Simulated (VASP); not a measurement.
# Fe3CoGe4 (R3) in VASP: relaxation of cell and atoms with PBE

Aim: the relaxation of cell and atoms of Fe3CoGe4 with PBE.

Program: VASP 6.6.1. These are calculated values, not measurements. Logs are shortened: lines on timing, memory, paths and dates and some standing lists are left out, and cuts for length are marked.

## Step 1: The cell of the first run

The structure is trigonal, space group R3 (No. 146). The conventional cell has a = 7.006 Å, b = 7.006 Å, c = 8.581 Å, α = 90.00°, β = 90.00°, γ = 120.00°. Within 3.3 Å of Fe (site symmetry 1) lie 7 Ge at 2.51 to 2.79 Å and 2 Co at 3.04 Å and 4 Fe at 3.04 Å. Within 3.3 Å of Co (site symmetry 3) lie 7 Ge at 2.51 to 2.79 Å and 6 Fe at 3.04 Å. Ge (site symmetry 1) has 5 Fe at 2.51 to 2.79 Å and 2 Co at 2.58 to 2.79 Å and 6 Ge at 3.07 Å within 3.3 Å. Ge (site symmetry 3) has 1 Co at 2.51 Å and 6 Fe at 2.58 to 2.79 Å and 6 Ge at 3.07 Å within 3.3 Å.

## Step 2: Relaxation of cell and atoms, PBE, collinear spin, ferromagnetic start

INCAR

```
PREC = Accurate ; ENCUT = 600
EDIFF = 1E-7 ; ISMEAR = 0
SIGMA = 0.1 ; LREAL = F
LASPH = T ; NELM = 200
ALGO = Normal ; ISIF = 3
LWAVE = F ; LCHARG = F
ISPIN = 2 ; MAGMOM = 4 4 4 3 0 0 0 0
LORBIT = 11 ; LMAXMIX = 4
GGA = PE ; IBRION = 2
NSW = 90 ; EDIFFG = -0.04
GGA_COMPAT = F ; NELMIN = 4
```

KPOINTS

```
regular mesh
0
Gamma
  4 4 4
```

POSCAR

```
Fe3CoGe4
1.0
    3.5030929300      2.0225116400      2.8602634000
   -3.5030929300      2.0225116400      2.8602634000
    0.0000000000     -4.0450232900      2.8602634000
Fe Co Ge
3 1 4
Direct
    0.1350000000      0.8650000000      0.6350000000
    0.8650000000      0.6350000000      0.1350000000
    0.6350000000      0.1350000000      0.8650000000
    0.3650000000      0.3650000000      0.3650000000
    0.8420000000      0.1580000000      0.3420000000
    0.1580000000      0.3420000000      0.8420000000
    0.6580000000      0.6580000000      0.6580000000
    0.3420000000      0.8420000000      0.1580000000
```

Potentials or basis: VASP PAW PBE potentials, release 64 (Fe, Co, Ge_d).

Run with:

```
$ cat potpaw_PBE.64/Fe/POTCAR potpaw_PBE.64/Co/POTCAR potpaw_PBE.64/Ge_d/POTCAR > POTCAR
$ mpirun -np 1 vasp_std > vasp.out
```

OUTCAR:

```text
PREC = Accurate
   ENCUT = 600
   EDIFF = 1E-7
   ISMEAR = 0
   LREAL = F
   LASPH = T
   NELM = 200
   ISIF = 3
   ISPIN = 2
   LORBIT = 11
   GGA = PE
   IBRION = 2
   NSW = 90
   EDIFFG = -0.04
   NELMIN = 4

 ion  position               nearest neighbor table
   1  0.135  0.865  0.635-   5 2.51   7 2.58   8 2.58   6 2.58   6 2.79   7 2.79   8 2.79   4 3.04
                             2 3.04   3 3.04   3 3.04   4 3.04   2 3.04
   2  0.865  0.635  0.135-   6 2.51   5 2.58   8 2.58   7 2.58   7 2.79   8 2.79   5 2.79   4 3.04
                             1 3.04   3 3.04   3 3.04   4 3.04   1 3.04
   3  0.635  0.135  0.865-   8 2.51   6 2.58   7 2.58   5 2.58   7 2.79   6 2.79   5 2.79   2 3.04
                             4 3.04   1 3.04   1 3.04   4 3.04   2 3.04
   4  0.365  0.365  0.365-   7 2.51   6 2.58   8 2.58   5 2.58   5 2.79   8 2.79   6 2.79   1 3.04
                             2 3.04   3 3.04   3 3.04   2 3.04   1 3.04
   5  0.842  0.158  0.342-   1 2.51   2 2.58   4 2.58   3 2.58   3 2.79   4 2.79   2 2.79
   6  0.158  0.342  0.842-   2 2.51   4 2.58   3 2.58   1 2.58   3 2.79   1 2.79   4 2.79
   7  0.658  0.658  0.658-   4 2.51   1 2.58   3 2.58   2 2.58   3 2.79   2 2.79   1 2.79
   8  0.342  0.842  0.158-   3 2.51   4 2.58   2 2.58   1 2.58   2 2.79   4 2.79   1 2.79

  LATTYP: Found a simple cubic cell.
 ALAT       =     4.9541215293

  Lattice vectors:

 A1 = (   3.5030929300,   2.0225116400,   2.8602634000)
 A2 = (  -3.5030929300,   2.0225116400,   2.8602634000)
 A3 = (   0.0000000000,  -4.0450232900,   2.8602634000)

Analysis of symmetry for initial positions (statically):
=====================================================================
 Subroutine PRICEL returns:
 Original cell was already a primitive cell.

 Routine SETGRP: Setting up the symmetry group for a
 simple cubic supercell.

 Subroutine GETGRP returns: Found  3 space group operations
 (whereof  3 operations were pure point group operations)
 out of a pool of 48 trial point group operations.

The static configuration has the point symmetry C_3 .

Analysis of symmetry for dynamics (positions and initial velocities):
=====================================================================
 Subroutine PRICEL returns:
 Original cell was already a primitive cell.

 Routine SETGRP: Setting up the symmetry group for a
 simple cubic supercell.

 Subroutine GETGRP returns: Found  3 space group operations
 (whereof  3 operations were pure point group operations)
 out of a pool of 48 trial point group operations.

The dynamic configuration has the point symmetry C_3 .

Analysis of structural, dynamic, and magnetic symmetry:
=====================================================================
 Subroutine PRICEL returns:
 Original cell was already a primitive cell.

 Routine SETGRP: Setting up the symmetry group for a
 simple cubic supercell.

 Subroutine GETGRP returns: Found  3 space group operations
 (whereof  3 operations were pure point group operations)
 out of a pool of 48 trial point group operations.

The overall configuration has the point symmetry C_3 .

 Subroutine INISYM returns: Found  3 space group operations
 (whereof  3 operations are pure point group operations),
 and found     1 'primitive' translations

----------------------------------------------------------------------------------------

                                     Primitive cell

  volume of cell :     121.5906

  direct lattice vectors                    reciprocal lattice vectors
     3.503092930  2.022511640  2.860263400     0.142731012  0.082405788  0.116539384
    -3.503092930  2.022511640  2.860263400    -0.142731012  0.082405788  0.116539384
     0.000000000 -4.045023290  2.860263400     0.000000000 -0.164811577  0.116539383

  length of vectors
     4.954121529  4.954121529  4.954121530     0.201852133  0.201852133  0.201852133

  position of ions in fractional coordinates (direct lattice)
     0.135000000  0.865000000  0.635000000
     0.865000000  0.635000000  0.135000000
     0.635000000  0.135000000  0.865000000
     0.365000000  0.365000000  0.365000000
[... 64 lines left out ...]
   NGX,Y,Z   is equivalent  to a cutoff of  13.42, 13.42, 13.42 a.u.
   NGXF,Y,Z  is equivalent  to a cutoff of  26.85, 26.85, 26.85 a.u.
 SYSTEM =  unknown system
   PREC   = accura    normal or accurate (medium, high low for compatibility)
   ISTART =      0    job   : 0-new  1-cont  2-samecut
   ICHARG =      2    charge: 1-file 2-atom 10-const
   ISPIN  =      2    spin polarized calculation?
   LNONCOLLINEAR =      F non collinear calculations
   LSORBIT =      F    spin-orbit coupling
   LASPH  =      T    aspherical Exc in radial PAW
   ENCUT  =  600.0 eV  44.10 Ry    6.64 a.u.   9.89  9.89  9.89*2*pi/ulx,y,z
   NELM   =    200;   NELMIN=  4; NELMDL= -5     # of ELM steps
   EDIFF  = 0.1E-06   stopping-criterion for ELM
   LREAL  =      F    real-space projection
   EDIFFG = -.4E-01   stopping-criterion for IOM
   NSW    =     90    number of steps for IOM
   IBRION =      2    ionic relax: 0-MD 1-quasi-New 2-CG
   NFREE  =      1    steps in history (QN), initial steepest desc. (CG)
   ISIF   =      3    stress and relaxation
   ISYM   =      2    0-nonsym 1-usesym 2-fastsym
   POTIM  = 0.5000    time-step for ionic-motion
   TEBEG  =    0.0;   TEEND  =   0.0 temperature during run
   PSTRESS=    0.0 pullay stress
   NELECT =      89.0000    total number of electrons
   NUPDOWN=      -1.0000    fix difference up-down
   EMIN   =  10.00;   EMAX   =-10.00  energy-range for DOS
   EFERMI =   0.00;   METHOD = LEGACY
   ISMEAR =     0;   SIGMA  =   0.10  broadening in eV -4-tet -1-fermi 0-gaus
   EFERMI_NEDOS =   21; number of points for ismear=-14 and -15
   IALGO  =     38    algorithm
   IMIX   =      4    mixing-type and parameters
     AMIX     =   0.40;   BMIX     =  1.00
     AMIX_MAG =   1.60;   BMIX_MAG =  1.00
  volume/ion in A,a.u.               =      15.20       102.57
  Fermi-wavevector in a.u.,A,eV,Ry     =   1.475383  2.788070 29.616559  2.176756
  Thomas-Fermi vector in A             =   2.590039
   LORBIT       =     11    0 simple, 1 ext, 2 COOP (PROOUT), +10 PAW based schemes
   GGA     = PE    functional components
   LHFCALC =     F    Hartree Fock is set to
   AEXX    =    0.0000 exact exchange contribution
   IVDW    =     0    specifies the selected vdW correction
   LEPSILON=     F    determine dielectric tensor
   LRPA    =     F    only Hartree local field effects (RPA)
 conjugate gradient relaxation of ions
 spin polarized calculation
 Gauss-broadening in eV      SIGMA  =   0.10
  energy-cutoff  :      600.00
  volume of cell :      121.59
 maximum number of plane-waves:      4076
   NGX = 19   NGY = 19   NGZ = 19

--------------------------------------- Ionic step        1  -------------------------------------------

 number of electron      88.9999999 magnetization      11.1842890

 number of electron      89.0000000 magnetization       5.2207241

 Free energy of the ion-electron system (eV)
  ---------------------------------------------------
  ext. energy  EPLUGINS =         0.00000000
  ---------------------------------------------------
  free energy    TOTEN  =       -49.47009295 eV

  energy without entropy =      -49.43389688  energy(sigma->0) =      -49.45199491

------------------------ aborting loop because EDIFF is reached ----------------------------------------

  FORCE on cell =-STRESS in cart. coord.  units (eV):
  Direction    XX          YY          ZZ          XY          YZ          ZX
  --------------------------------------------------------------------------------------
  -------------------------------------------------------------------------------------
  Total      -12.5076965    -12.5076964    -13.0059735     -0.0000070      0.0000000     -0.0000000
  in kB     -164.8116652   -164.8116648   -171.3773724     -0.0000926      0.0000002     -0.0000000
  external PRESSURE =    -167.0002341 kB  Pullay stress =       0.0000000 kB
[... 281 lines left out ...]
--------------------------------------- Ionic step        8  -------------------------------------------

 number of electron      89.0000003 magnetization       3.1847202

 Free energy of the ion-electron system (eV)
  ---------------------------------------------------
  ext. energy  EPLUGINS =         0.00000000
  ---------------------------------------------------
  free energy    TOTEN  =       -50.86710782 eV

  energy without entropy =      -50.83851503  energy(sigma->0) =      -50.85281143

 E-fermi :   8.6580     XC(G=0): -12.9932

 val. band max:        8.6290528746   @ k =  -0.2500   0.5000   0.2500
 cond. band min:       8.6892601006   @ k =   0.5000   0.5000   0.2500
 fundamental gap:      0.0602072260
 Fermi energy:         8.6580433816

 spin component 1

 k-point     1 :       0.0000    0.0000    0.0000
  band No.  band energies     occupation
      1     -16.0248      1.00000
      2     -16.0248      1.00000
      3     -16.0208      1.00000
      4     -15.9876      1.00000
      5     -15.9876      1.00000
      6     -15.9841      1.00000
[... 815 lines left out ...]
     55      14.1639      0.00000
     56      14.1639      0.00000
 Fermi energy:         8.6580433816

 spin component 2

 k-point     1 :       0.0000    0.0000    0.0000
  band No.  band energies     occupation
      1     -16.0400      1.00000
      2     -16.0400      1.00000
      3     -16.0332      1.00000
      4     -16.0014      1.00000
      5     -16.0014      1.00000
      6     -15.9953      1.00000
[... 815 lines left out ...]
     55      14.3095      0.00000
     56      14.3095      0.00000
 [bands above 56 left out]

------------------------ aborting loop because EDIFF is reached ----------------------------------------

  FORCE on cell =-STRESS in cart. coord.  units (eV):
  Direction    XX          YY          ZZ          XY          YZ          ZX
  --------------------------------------------------------------------------------------
  -------------------------------------------------------------------------------------
  Total        0.2965367      0.2965367      0.3195077      0.0000016     -0.0000000     -0.0000000
  in kB        4.7067989      4.7067989      5.0714071      0.0000253     -0.0000000     -0.0000000
  external PRESSURE =       4.8283350 kB  Pullay stress =       0.0000000 kB
[... 23 lines left out ...]
  FREE ENERGIE OF THE ION-ELECTRON SYSTEM (eV)
  ---------------------------------------------------
  free  energy   TOTEN  =       -50.8671078207 eV

  energy  without entropy=      -50.8385150321  energy(sigma->0) =      -50.85281143

 reached required accuracy - stopping structural energy minimisation

 total charge

# of ion       s       p       d       tot
------------------------------------------
    1        0.379   0.505   6.477   7.361
    2        0.379   0.505   6.477   7.361
    3        0.379   0.505   6.477   7.361
    4        0.384   0.492   7.495   8.371
    5        1.117   1.237  10.122  12.476
    6        1.117   1.237  10.122  12.476
    7        1.114   1.246  10.121  12.480
    8        1.117   1.237  10.122  12.476
--------------------------------------------------
tot          5.987   6.964  67.412  80.363

 magnetization (x)

# of ion       s       p       d       tot
------------------------------------------
    1        0.002  -0.004   1.118   1.116
    2        0.002  -0.004   1.118   1.116
    3        0.002  -0.004   1.118   1.116
    4       -0.006  -0.014   0.230   0.210
    5       -0.010  -0.046  -0.007  -0.063
    6       -0.010  -0.046  -0.007  -0.063
    7       -0.008  -0.055  -0.004  -0.067
    8       -0.010  -0.046  -0.007  -0.063
--------------------------------------------------
tot         -0.038  -0.218   3.558   3.301
```

Wall time 19 min (1 thread of AMD EPYC 9R45 (Zen 5), shared host); peak memory 0.38 GiB.

What came out:

| Quantity | Value |
| --- | --- |
| Free energy | -50.8671 eV |
| Relaxed volume | 12.62 Å³/atom |
| Relaxed cell | a = 4.656 Å, b = 4.656 Å, c = 4.656 Å, α = 90.00°, β = 90.00°, γ = 90.00° |
| Space group after relaxing (to 0.1 Å) | R3 (No. 146) |
| Energy gained by relaxing | 174.6 meV/atom |
| Ionic steps | 8 |
| Pressure after relaxing | 0.5 GPa |
| Largest force after relaxing | 0.033 eV/Å |
| Net moment | 3.18 μB per cell |
| Site moments | Fe +1.12; Co +0.21; Ge -0.06, -0.07 (each value once) μB |
| Valence electrons inside the program's atomic spheres | Fe 7.36; Co 8.37; Ge 12.48 |

Forces on the atoms (eV/Å):
```
Fe   0.005 -0.016  0.005
Fe  -0.017  0.004  0.005
Fe   0.011  0.013  0.005
Co   0.000  0.000 -0.033
Ge   0.006 -0.004  0.011
Ge  -0.007 -0.003  0.011
Ge   0.000  0.000 -0.017
Ge   0.000  0.007  0.011
```

Step by step:
```
step  energy change (eV)  largest force (eV/Å)  pressure (GPa)  volume (Å³)
   1              0.0000                0.4225          -16.70       121.59
   2             -1.2134                0.4459           11.02        95.79
   3             -1.3935                0.1368            0.09       101.22
   4             -1.3929                0.1424           -0.51       101.60
   5             -1.3962                0.0660           -0.53       101.55
   6             -1.3969                0.0746           -0.47       101.50
   7             -1.3969                0.0547           -0.45       101.51
   8             -1.3970                0.0331            0.48       100.94
```

Final structure:
```xyz
8
Lattice="3.2924 1.9008 2.6882 -3.2924 1.9008 2.6882 0.0000 -3.8017 2.6882" Properties=species:S:1:pos:R:3 pbc="T T T"
Fe   -2.4135   -0.5145    4.3930
Fe    0.7612    2.3474    4.3930
Fe    1.6524   -1.8329    4.3930
Co    0.0000    0.0000    2.9485
Ge    2.2322    0.6052    3.6070
Ge   -0.5920   -2.2357    3.6070
Ge    0.0000    0.0000    5.3099
Ge   -1.6402    1.6306    3.6070
```

Caveat: the volume moved by over 15 % at a fixed basis, so the end points are rough.
